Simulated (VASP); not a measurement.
Wanted: the native input for a VASP 6.6.1 run.

| Quantity | Value |
| --- | --- |
| Task | single point |
| Functional | LDA |
| Potentials or basis | VASP PAW LDA potentials, release 64 (Ge_d) |
| Cutoff | 520 eV |
| k mesh | 8 × 8 × 4 |
| Occupations | fermi-dirac, width 0.05 eV |
| Spin | no spin polarisation |
| Dipole correction | no |
| Further INCAR settings | ALGO = Normal; EDIFF = 1e-06; NBANDS = 36 |

The structure of Ge lies in POSCAR:

```
Ge
1.0
    4.0759897844      0.0000000000      0.0000000000
   -2.0379948922      3.5299106989      0.0000000000
    0.0000000000      0.0000000000      6.7288103778
Ge
4
Direct
    0.3333333333      0.6666666667      0.9370987500
    0.6666666667      0.3333333333      0.4370987500
    0.3333333333      0.6666666667      0.5629012500
    0.6666666667      0.3333333333      0.0629012500
```

This isn't the form of Ge at room conditions, which is diamond.

These files were run (other wordings do the same):

INCAR

```
SYSTEM = Ge
PREC     = Accurate       ! precision mode
ENCUT    = 520            ! plane-wave cutoff, eV
EDIFF    = 1E-6           ! SCF threshold, eV
ISMEAR   = -1             ! smearing method
SIGMA    = 0.05           ! smearing width, eV
LREAL    = .False.        ! projectors in reciprocal space
LASPH    = .True.         ! aspherical terms in the spheres
NELM     = 80             ! most SCF steps
ALGO     = Normal         ! electronic algorithm
ISIF     = 2              ! what is computed and relaxed
LWAVE    = .False.        ! write WAVECAR
LCHARG   = .True.         ! write CHGCAR
LELF     = .True.         ! ELF
LVHAR    = .True.       
NBANDS   = 36             ! bands
```

KPOINTS

```
Automatic mesh
0
Gamma
  8 8 4
  0 0 0
```

Potentials or basis: VASP PAW LDA potentials, release 64 (Ge_d).

Run with:

```bash
$ cat potpaw_LDA.64/Ge_d/POTCAR > POTCAR
$ mpirun -np 1 vasp_std > vasp.out
```

Results of the run:

The pressure is -5.0 GPa and the largest force is 0.028 eV/Å.

Caveat: the cell stands under tension.

It took 2.2 min on 1 thread of Intel Xeon 8259CL, on a shared host, peak memory 0.21 GiB.
